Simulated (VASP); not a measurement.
# Si16Ge (a cell with a defect) in VASP: notebook, part 2 of 2

VASP 6.6.1. The steps go on from the part before.

### 3 Single point, LDA

INCAR

```
PREC = Accurate ; ENCUT = 520
EDIFF = 1E-6 ; ISMEAR = -1
SIGMA = 0.05 ; LREAL = Auto
LASPH = True ; NELM = 100
ALGO = Normal ; ISIF = 2
LWAVE = False ; LCHARG = False
NBANDS = 53
```

KPOINTS

```
regular mesh
0
Gamma
  2 2 2
```

POSCAR

```
Si16Ge
1.0
    0.0000000000      5.4300000000      5.4300000000
    5.4300000000      0.0000000000      5.4300000000
    5.4300000000      5.4300000000      0.0000000000
Si Ge
16 1
Direct
    0.0002084775      0.0003326363     -0.0010779479
    0.1213388661      0.1213371320      0.1212761055
   -0.0042923958     -0.0042699836      0.5040274031
    0.1217941944      0.1218074547      0.6345715216
   -0.0044249425      0.5045192749     -0.0046729892
    0.1214072345      0.6358628502      0.1213247563
   -0.0042712313      0.5044655061      0.5040175309
    0.1269550275      0.6244582734      0.6240744522
    0.5044777794     -0.0043905381     -0.0046611069
    0.6357500275      0.1214487245      0.1213528756
    0.5044230853     -0.0042359827      0.5040118783
    0.6244350988      0.1269587601      0.6240844284
    0.5044692487      0.5045059990     -0.0046414876
    0.6243244891      0.6243577748      0.1269054586
    0.5000187903      0.5000288431      0.4999068605
    0.6244508167      0.6244834914      0.6241004910
    0.2502772838      0.2504689938      1.2484622995
```

Potentials or basis: VASP PAW LDA potentials, release 64 (Si, Ge_d).

Launch:

```
$ cat potpaw_LDA.64/Si/POTCAR potpaw_LDA.64/Ge_d/POTCAR > POTCAR
$ mpirun -np 1 vasp_std > vasp.out
```

OUTCAR:

```text
PREC = Accurate
   ENCUT = 520
   EDIFF = 1E-6
   ISMEAR = -1
   LREAL = Auto
   LASPH = True
   NELM = 100
   ISIF = 2

 ion  position               nearest neighbor table
   1  0.000  0.000  0.999-   4 2.28  10 2.29   6 2.29   2 2.29
   2  0.121  0.121  0.121-   1 2.29   3 2.40   9 2.40   5 2.40  17 2.42
   3  0.996  0.996  0.504-   8 2.33  12 2.33   4 2.40   2 2.40  17 2.77
   4  0.122  0.122  0.635-   1 2.28  11 2.40   7 2.40   3 2.40  17 2.42
   5  0.996  0.505  0.995-   8 2.33  14 2.33   6 2.40   2 2.40  17 2.76
   6  0.121  0.636  0.121-   1 2.29   7 2.40  13 2.40   5 2.40  17 2.42
   7  0.996  0.504  0.504-   8 2.33  16 2.33   4 2.40   6 2.40  17 2.77
[... 655 lines left out ...]
  in kB       29.6332534     29.6343189     29.6366375      0.0087502     -0.0013088      0.0033003
  external PRESSURE =      29.6347366 kB  Pullay stress =       0.0000000 kB

 VOLUME and BASIS-vectors are now :
 -----------------------------------------------------------------------------
  energy-cutoff  :      520.00
  volume of cell :      320.21
      direct lattice vectors                 reciprocal lattice vectors
     0.000000000  5.430000000  5.430000000    -0.092081031  0.092081031  0.092081031
     5.430000000  0.000000000  5.430000000     0.092081031 -0.092081031  0.092081031
     5.430000000  5.430000000  0.000000000     0.092081031  0.092081031 -0.092081031

 POSITION                                       TOTAL-FORCE (eV/Angst)
 -----------------------------------------------------------------------------------
      5.42595      5.42528      0.00294         0.006255      0.006962     -0.004651
      1.31739      1.31740      1.31773        -0.010283     -0.011590      0.001966
      8.14368      8.14356     10.81351        -0.000364     -0.000222     -0.002542
      4.10714      4.10707      1.32276        -0.002612     -0.003350      0.001344
      8.14417     10.81060      8.14551         0.002204      0.004493     -0.001826
      4.11153      1.31803      4.11198        -0.004515     -0.010388      0.007096
[... 9 lines left out ...]
      6.77981      6.77963      6.78171         0.002205      0.002143      0.002226
      2.70920      2.70816      2.71905         0.011942      0.014496     -0.007300
 -----------------------------------------------------------------------------------
    total drift:                               -0.001455     -0.000895      0.002242

  FREE ENERGIE OF THE ION-ELECTRON SYSTEM (eV)
  ---------------------------------------------------
  free  energy   TOTEN  =       -96.5329948045 eV

  energy  without entropy=      -96.4985703900  energy(sigma->0) =      -96.51578260
```

OSZICAR:

```text
N       E                     dE             d eps       ncg     rms          rms(c)
DAV:   1     0.398843885893E+03    0.39884E+03   -0.30079E+04  1029   0.158E+03
DAV:   2    -0.320756719209E+02   -0.43092E+03   -0.40001E+03   949   0.384E+02
DAV:   3    -0.953167077826E+02   -0.63241E+02   -0.60437E+02  1056   0.104E+02
DAV:   4    -0.985948319132E+02   -0.32781E+01   -0.32465E+01  1056   0.274E+01
DAV:   5    -0.987030011842E+02   -0.10817E+00   -0.10799E+00  1096   0.491E+00    0.148E+01
DAV:   6    -0.971883173933E+02    0.15147E+01   -0.90099E-01  1016   0.301E+00    0.883E+00
DAV:   7    -0.965346414670E+02    0.65368E+00   -0.15362E+00   984   0.362E+00    0.678E-01
DAV:   8    -0.965326476361E+02    0.19938E-02   -0.11231E-01  1035   0.153E+00    0.290E-01
DAV:   9    -0.965329371748E+02   -0.28954E-03   -0.36866E-03  1152   0.266E-01    0.195E-01
DAV:  10    -0.965330106883E+02   -0.73514E-04   -0.36818E-04  1011   0.747E-02    0.594E-02
DAV:  11    -0.965329952105E+02    0.15478E-04   -0.75365E-05  1024   0.312E-02    0.177E-02
DAV:  12    -0.965329948045E+02    0.40597E-06   -0.61927E-06  1056   0.105E-02
   1 F= -.96532995E+02 E0= -.96515783E+02  d E =-.344244E-01
```

It took 2.3 min on 1 thread of AMD EPYC 9R45 (Zen 5), shared host; peak memory 0.37 GiB.

What came out:

```yaml
Free_energy: -96.5330 eV
Pressure: 3.0 GPa
Largest_force: 0.020 eV/Å
Band_gap_on_the_k_mesh: zero (bands 39 and 40 overlap by 0.30 eV)
```

Forces on the atoms (eV/Å):
```
Si   0.006  0.007 -0.005
Si  -0.010 -0.012  0.002
Si   0.000  0.000 -0.003
Si  -0.003 -0.003  0.001
Si   0.002  0.004 -0.002
Si  -0.005 -0.010  0.007
Si   0.003  0.000  0.001
Si   0.002 -0.003 -0.002
Si   0.004  0.003 -0.002
Si  -0.009 -0.005  0.007
Si   0.000  0.003  0.001
Si  -0.002  0.002 -0.003
Si   0.002  0.002 -0.003
Si  -0.006 -0.006  0.006
Si   0.001  0.001 -0.001
Si   0.002  0.002  0.002
Ge   0.012  0.014 -0.007
```

Levels at points of the mesh, in eV from the Fermi level:
| k point | band 37 | band 38 | band 39 | band 40 | band 41 | band 42 |
| --- | --- | --- | --- | --- | --- | --- |
| (0.00, 0.00, 0.00) | -0.70 | -0.70 | -0.21 | -0.21 | -0.20 | 0.04 |
| (0.50, 0.00, 0.00) | -1.37 | -1.37 | -0.30 | 0.56 | 0.57 | 0.89 |
| (0.00, 0.50, 0.00) | -1.37 | -1.37 | -0.30 | 0.56 | 0.57 | 0.89 |
| (0.00, 0.00, 0.50) | -1.37 | -1.37 | -0.30 | 0.56 | 0.56 | 0.89 |
| (0.50, 0.50, 0.50) | -1.37 | -1.37 | -0.30 | 0.56 | 0.57 | 0.89 |
| (0.50, 0.50, 0.00) | -1.80 | -1.26 | 0.09 | 0.83 | 1.07 | 1.07 |
| (0.00, 0.50, 0.50) | -1.80 | -1.26 | 0.09 | 0.83 | 1.07 | 1.07 |
| (0.50, 0.00, 0.50) | -1.80 | -1.26 | 0.09 | 0.83 | 1.07 | 1.07 |

Caveat: the k points lie up to 0.50 Å⁻¹ apart.

### 4 Single point, LDA

INCAR

```
  PREC = Accurate
  ENCUT = 520
  EDIFF = 1E-6
  ISMEAR = -1
  SIGMA = 0.05
  LREAL = Auto
  LASPH = True
  NELM = 80
  ALGO = Normal
  ISIF = 2
  LWAVE = False
  LCHARG = False
  GGA = CA
  NBANDS = 53
```

KPOINTS is that of step 3.

POSCAR

```
Si16Ge
1.0
    0.0000000000      5.4300000000      5.4300000000
    5.4300000000      0.0000000000      5.4300000000
    5.4300000000      5.4300000000      0.0000000000
Si Ge
16 1
Direct
    0.0008755985      0.0006229282     -0.0019772560
    0.1209616022      0.1206691529      0.1291743094
    0.0008836096      0.0006307551      0.5004576427
    0.1250988029      0.1250056169      0.6249424494
   -0.0096673112      0.5032628913      0.0031980663
    0.1209374770      0.6293507366      0.1292266114
    0.0009238490      0.4980538674      0.5004967772
    0.1209323204      0.6293608656      0.6204494475
    0.5035738490     -0.0104990792      0.0034620626
    0.6296161142      0.1206183241      0.1293069061
    0.4981031308      0.0007392265      0.5005642726
    0.6296258748      0.1206135359      0.6204232965
    0.5036953039      0.5036415285      0.0036470534
    0.6259767035      0.6250669429      0.1244249540
    0.5037220074      0.5036754144      0.4889201657
    0.6296729282      0.6294880295      0.6204042357
    0.3763866483      0.3751319521      0.8741569982
```

Potentials or basis: VASP PAW LDA potentials, release 64 (Si, Ge_d).

Launch:

```
$ cat potpaw_LDA.64/Si/POTCAR potpaw_LDA.64/Ge_d/POTCAR > POTCAR
$ mpirun -np 1 vasp_std > vasp.out
```

OUTCAR:

```text
PREC = Accurate
   ENCUT = 520
   EDIFF = 1E-6
   ISMEAR = -1
   LREAL = Auto
   LASPH = True
   NELM = 80
   ISIF = 2
   GGA = CA

 ion  position               nearest neighbor table
   1  0.001  0.001  0.998-  10 2.33   6 2.33   2 2.33   4 2.34
   2  0.121  0.121  0.129-   3 2.33   1 2.33   5 2.40   9 2.40  17 2.77
   3  0.001  0.001  0.500-  12 2.33   8 2.33   2 2.33   4 2.34
[... 657 lines left out ...]
  -------------------------------------------------------------------------------------
  Total        5.9145480      5.9152112      5.9124081      0.0019413      0.0013076     -0.0025611
  in kB       29.5939311     29.5972496     29.5832239      0.0097135      0.0065429     -0.0128149
  external PRESSURE =      29.5914682 kB  Pullay stress =       0.0000000 kB

 VOLUME and BASIS-vectors are now :
 -----------------------------------------------------------------------------
  energy-cutoff  :      520.00
  volume of cell :      320.21
      direct lattice vectors                 reciprocal lattice vectors
     0.000000000  5.430000000  5.430000000    -0.092081031  0.092081031  0.092081031
     5.430000000  0.000000000  5.430000000     0.092081031 -0.092081031  0.092081031
     5.430000000  5.430000000  0.000000000     0.092081031  0.092081031 -0.092081031

 POSITION                                       TOTAL-FORCE (eV/Angst)
 -----------------------------------------------------------------------------------
      5.42265      5.42402      0.00814         0.000269      0.000217     -0.000302
      1.35665      1.35824      1.31206        -0.000549      0.000619      0.000836
      2.72091      2.72228      0.00822        -0.000374     -0.000364     -0.000340
      4.07222      4.07272      1.35807         0.000932     -0.000768     -0.001765
      2.75008      5.39487      8.11022        -0.001740      0.001008      0.005138
      4.11907      1.35839      4.07406        -0.001795      0.000715     -0.000382
[... 9 lines left out ...]
      6.78692      6.78792      6.83724         0.001031     -0.001133     -0.008227
      6.78364      6.79045      4.08075         0.007519     -0.005074     -0.018035
 -----------------------------------------------------------------------------------
    total drift:                               -0.001854      0.002455      0.000088

  FREE ENERGIE OF THE ION-ELECTRON SYSTEM (eV)
  ---------------------------------------------------
  free  energy   TOTEN  =       -96.5328680051 eV

  energy  without entropy=      -96.4984448606  energy(sigma->0) =      -96.51565643
```

Wall time 2.5 min (1 thread of AMD EPYC 9R45 (Zen 5), shared host); peak memory 0.37 GiB.

Results:

* Free energy: -96.5329 eV
* Pressure: 3.0 GPa
* Largest force: 0.020 eV/Å
* Band gap on the k mesh: zero (bands 39 and 40 overlap by 0.30 eV)

Forces in eV/Å, atoms in the order of the input:
```
Si   0.000  0.000  0.000
Si  -0.001  0.001  0.001
Si   0.000  0.000  0.000
Si   0.001 -0.001 -0.002
Si  -0.002  0.001  0.005
Si  -0.002  0.001  0.000
Si   0.001 -0.001  0.001
Si   0.000  0.002  0.000
Si  -0.006  0.005  0.007
Si   0.002 -0.005 -0.002
Si  -0.003  0.003  0.003
Si   0.005 -0.002 -0.002
Si  -0.001  0.007  0.013
Si   0.006 -0.004 -0.011
Si  -0.008  0.001  0.014
Si   0.001 -0.001 -0.008
Ge   0.008 -0.005 -0.018
```

Caveat: the k points lie up to 0.50 Å⁻¹ apart.

### 5 Single point, LDA

INCAR

```
PREC     = Accurate       # precision mode
ENCUT    = 520            # plane-wave cutoff, eV
EDIFF    = 1E-7           # SCF threshold, eV
ISMEAR   = -1             # smearing method
SIGMA    = 0.05           # smearing width, eV
LREAL    = Auto         
LASPH    = True           # aspherical terms in the spheres
NELM     = 100            # most SCF steps
ALGO     = Normal         # electronic algorithm
ISIF     = 2              # what is computed and relaxed
LWAVE    = False          # write WAVECAR
LCHARG   = False          # write CHGCAR
NBANDS   = 53             # bands
```

KPOINTS is that of step 4.

POSCAR

```
Si16Ge
1.0
    0.0000000000      5.4300000000      5.4300000000
    5.4300000000      0.0000000000      5.4300000000
    5.4300000000      5.4300000000      0.0000000000
Si Ge
16 1
Direct
    0.0002084715      0.0003325967     -0.0010779006
    0.1213388582      0.1213372007      0.1212760589
   -0.0042924494     -0.0042699816      0.5040274401
    0.1217941989      0.1218074586      0.6345715470
   -0.0044249540      0.5045192449     -0.0046730203
    0.1214072744      0.6358628913      0.1213247698
   -0.0042712707      0.5044655617      0.5040174954
    0.1269549724      0.6244582873      0.6240744936
    0.5044778085     -0.0043905157     -0.0046610497
    0.6357500000      0.1214487109      0.1213529466
    0.5044231123     -0.0042360037      0.5040118785
    0.6244350829      0.1269588398      0.6240844383
    0.5044693370      0.5045059853     -0.0046415285
    0.6243245856      0.6243577348      0.1269054328
    0.5000187845      0.5000289134      0.4999068140
    0.6244508287      0.6244834254      0.6241005525
    0.2502772560      0.2504689687      1.2484623389
```

Launch:

```
$ cat potpaw_LDA.64/Si/POTCAR potpaw_LDA.64/Ge_d/POTCAR > POTCAR
$ mpirun -np 1 vasp_std > vasp.out
```

Wall time 3 min (1 thread of AMD EPYC 9R45 (Zen 5), shared host); peak memory 0.37 GiB.

The run converged. Its results:

```
Free energy            : -96.5330 eV
Pressure               : 3.0 GPa
Largest force          : 0.020 eV/Å
Band gap on the k mesh : zero (bands 39 and 40 overlap by 0.30 eV)
```

Forces on the atoms (eV/Å):
```
Si   0.006  0.007 -0.005
Si  -0.010 -0.012  0.002
Si   0.000  0.000 -0.003
Si  -0.003 -0.003  0.001
Si   0.002  0.004 -0.002
Si  -0.005 -0.010  0.007
Si   0.003  0.000  0.001
Si   0.002 -0.003 -0.002
Si   0.004  0.003 -0.002
Si  -0.009 -0.005  0.007
Si   0.000  0.003  0.001
Si  -0.002  0.002 -0.003
Si   0.002  0.002 -0.003
Si  -0.006 -0.006  0.006
Si   0.001  0.001 -0.001
Si   0.002  0.002  0.002
Ge   0.012  0.014 -0.007
```

Levels at points of the mesh, in eV from the Fermi level:
| k point | band 35 | band 36 | band 37 | band 38 | band 39 | band 40 | band 41 | band 42 | band 43 | band 44 |
| --- | --- | --- | --- | --- | --- | --- | --- | --- | --- | --- |
| (0.00, 0.00, 0.00) | -1.65 | -0.71 | -0.70 | -0.70 | -0.21 | -0.21 | -0.20 | 0.04 | 0.04 | 0.44 |
| (0.50, 0.00, 0.00) | -1.43 | -1.42 | -1.37 | -1.37 | -0.30 | 0.56 | 0.57 | 0.89 | 0.89 | 1.25 |
| (0.00, 0.50, 0.00) | -1.43 | -1.42 | -1.37 | -1.37 | -0.30 | 0.56 | 0.57 | 0.89 | 0.89 | 1.25 |
| (0.00, 0.00, 0.50) | -1.42 | -1.42 | -1.37 | -1.37 | -0.30 | 0.56 | 0.56 | 0.89 | 0.89 | 1.25 |
| (0.50, 0.50, 0.50) | -1.43 | -1.42 | -1.37 | -1.37 | -0.30 | 0.56 | 0.57 | 0.89 | 0.89 | 1.25 |
| (0.50, 0.50, 0.00) | -1.97 | -1.97 | -1.80 | -1.26 | 0.09 | 0.83 | 1.07 | 1.07 | 1.08 | 1.96 |
| (0.00, 0.50, 0.50) | -1.97 | -1.97 | -1.80 | -1.26 | 0.09 | 0.83 | 1.07 | 1.07 | 1.08 | 1.96 |
| (0.50, 0.00, 0.50) | -1.98 | -1.97 | -1.80 | -1.26 | 0.09 | 0.83 | 1.07 | 1.07 | 1.08 | 1.96 |

Caveat: the k points lie up to 0.50 Å⁻¹ apart.

### 6 Single point, LDA

INCAR

```
SYSTEM = Si16Ge
ALGO     = Normal         ! electronic algorithm
EDIFF    = 1E-6           ! SCF threshold, eV
ENCUT    = 520            ! plane-wave cutoff, eV
ISIF     = 2              ! what is computed and relaxed
ISMEAR   = -1             ! smearing method
LASPH    = .TRUE.         ! aspherical terms in the spheres
LCHARG   = .FALSE.        ! write CHGCAR
LREAL    = Auto         
LWAVE    = .FALSE.        ! write WAVECAR
NBANDS   = 53             ! bands
NELM     = 60             ! most SCF steps
PREC     = Accurate       ! precision mode
SIGMA    = 0.05           ! smearing width, eV
```

KPOINTS

```
k-points
0
G
  2 2 2
  0 0 0
```

POSCAR

```
Si16Ge
1.0
    0.0000000000      5.4300000000      5.4300000000
    5.4300000000      0.0000000000      5.4300000000
    5.4300000000      5.4300000000      0.0000000000
Si Ge
16 1
Direct
    0.0008755985      0.0006229282     -0.0019772560
    0.1209616022      0.1206691529      0.1291743094
    0.0008836096      0.0006307551      0.5004576427
    0.1250988029      0.1250056169      0.6249424494
   -0.0096673112      0.5032628913      0.0031980663
    0.1209374770      0.6293507366      0.1292266114
    0.0009238490      0.4980538674      0.5004967772
    0.1209323204      0.6293608656      0.6204494475
    0.5035738490     -0.0104990792      0.0034620626
    0.6296161142      0.1206183241      0.1293069061
    0.4981031308      0.0007392265      0.5005642726
    0.6296258748      0.1206135359      0.6204232965
    0.5036953039      0.5036415285      0.0036470534
    0.6259767035      0.6250669429      0.1244249540
    0.5037220074      0.5036754144      0.4889201657
    0.6296729282      0.6294880295      0.6204042357
    0.3763866483      0.3751319521      0.8741569982
```

Potentials or basis: VASP PAW LDA potentials, release 64 (Si, Ge_d).

Launch:

```
$ cat potpaw_LDA.64/Si/POTCAR potpaw_LDA.64/Ge_d/POTCAR > POTCAR
$ mpirun -np 1 vasp_std > vasp.out
```

It took 2.2 min on 1 thread of AMD EPYC 9R45 (Zen 5), shared host; peak memory 0.37 GiB.

Results (log left out):

* Free energy: -96.5329 eV
* Pressure: 3.0 GPa
* Largest force: 0.020 eV/Å
* Band gap on the k mesh: zero (bands 39 and 40 overlap by 0.30 eV)

Forces in eV/Å, atoms in the order of the input:
```
Si   0.000  0.000  0.000
Si  -0.001  0.001  0.001
Si   0.000  0.000  0.000
Si   0.001 -0.001 -0.002
Si  -0.002  0.001  0.005
Si  -0.002  0.001  0.000
Si   0.001 -0.001  0.001
Si   0.000  0.002  0.000
Si  -0.006  0.005  0.007
Si   0.002 -0.005 -0.002
Si  -0.003  0.003  0.003
Si   0.005 -0.002 -0.002
Si  -0.001  0.007  0.013
Si   0.006 -0.004 -0.011
Si  -0.008  0.001  0.014
Si   0.001 -0.001 -0.008
Ge   0.008 -0.005 -0.018
```

Levels at points of the mesh, in eV from the Fermi level:
| k point | band 37 | band 38 | band 39 | band 40 | band 41 | band 42 |
| --- | --- | --- | --- | --- | --- | --- |
| (0.00, 0.00, 0.00) | -0.70 | -0.70 | -0.21 | -0.21 | -0.20 | 0.04 |
| (0.50, 0.00, 0.00) | -1.37 | -1.37 | -0.30 | 0.56 | 0.56 | 0.89 |
| (0.00, 0.50, 0.00) | -1.37 | -1.37 | -0.30 | 0.56 | 0.57 | 0.89 |
| (0.00, 0.00, 0.50) | -1.37 | -1.37 | -0.30 | 0.56 | 0.57 | 0.89 |
| (0.50, 0.50, 0.50) | -1.37 | -1.37 | -0.30 | 0.56 | 0.57 | 0.89 |
| (0.50, 0.50, 0.00) | -1.80 | -1.26 | 0.09 | 0.83 | 1.07 | 1.07 |
| (0.00, 0.50, 0.50) | -1.80 | -1.26 | 0.09 | 0.83 | 1.07 | 1.07 |
| (0.50, 0.00, 0.50) | -1.80 | -1.26 | 0.09 | 0.83 | 1.07 | 1.07 |

Caveat: the k points lie up to 0.50 Å⁻¹ apart.
